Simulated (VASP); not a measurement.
Crystal: Ga3O2.

```
Ga O
1.0
     3.61768    0.00000    0.00000
     0.00000    3.61768    0.00000
     0.00000    0.00000    6.63302
Ga O
3 2
Direct
  0.50000 0.50000 0.50000
  0.00000 0.00000 0.24364
  0.00000 0.00000 0.75636
  0.00000 0.50000 0.50000
  0.50000 0.00000 0.50000
```

The cell was generated, and may not be a known phase.

```yaml
Program: VASP 6.6.1
Task: relaxation of cell and atoms
Functional: PBE
Potentials_or_basis: VASP PAW PBE potentials, release 64 (Ga_d, O)
Cutoff: 600 eV
k_mesh: 6 × 6 × 4
Occupations: gaussian, width 0.1 eV
Spin: no spin polarisation
```

At the start: pressure 13.7 GPa; volume 17.36 Å³/atom.

Task: How do energy, volume and symmetry change on relaxing?

Result: Over 15 steps the energy falls by 157.8 meV/atom and the volume is 21.00 Å³/atom (+21.0 %); space group P4/mmm (No. 123, to 0.1 Å) before and after.

Step by step:
| step | energy change (eV) | largest force (eV/Å) | pressure (GPa) | volume (Å³) |
| --- | --- | --- | --- | --- |
| 1 | 0.0000 | 1.3173 | 13.72 | 86.81 |
| 2 | -0.6510 | 0.5319 | -2.45 | 106.76 |
| 3 | -0.6898 | 0.1976 | 0.02 | 101.88 |
| 4 | -0.6903 | 0.2412 | -0.30 | 102.41 |
| 5 | -0.7127 | 0.2243 | -0.16 | 102.17 |
| 6 | -0.7489 | 0.2017 | 0.20 | 101.53 |
| 7 | -0.7527 | 0.0506 | 0.73 | 99.91 |
| 8 | -0.7660 | 0.2000 | 0.64 | 100.84 |
| 9 | -0.7668 | 0.1590 | 0.77 | 100.51 |
| 10 | -0.7703 | 0.1341 | -0.50 | 103.12 |
| 11 | -0.7722 | 0.1454 | -0.04 | 102.11 |
| 12 | -0.7821 | 0.0431 | 0.18 | 102.70 |
| 13 | -0.7860 | 0.0520 | 0.49 | 103.28 |
| 14 | -0.7883 | 0.0442 | -0.37 | 105.78 |
| 15 | -0.7889 | 0.0161 | -0.15 | 105.02 |

Final structure:
```yaml
crystal:
  lattice:
    - [4.02519, 0.00000, 0.00000]
    - [0.00000, 4.02519, 0.00000]
    - [0.00000, 0.00000, 6.48197]
  atoms:
    - { symbol: Ga, position: [0.50000, 0.50000, 0.50000] }
    - { symbol: Ga, position: [0.00000, 0.00000, 0.25574] }
    - { symbol: Ga, position: [0.00000, 0.00000, 0.74426] }
    - { symbol: O, position: [0.00000, 0.50000, 0.50000] }
    - { symbol: O, position: [0.50000, 0.00000, 0.50000] }
```

Caveat: the volume moved by over 15 % at a fixed basis, so the end points are rough; an odd number of electrons without spin polarisation forces a metal; a magnetic or distorted state may lie lower.
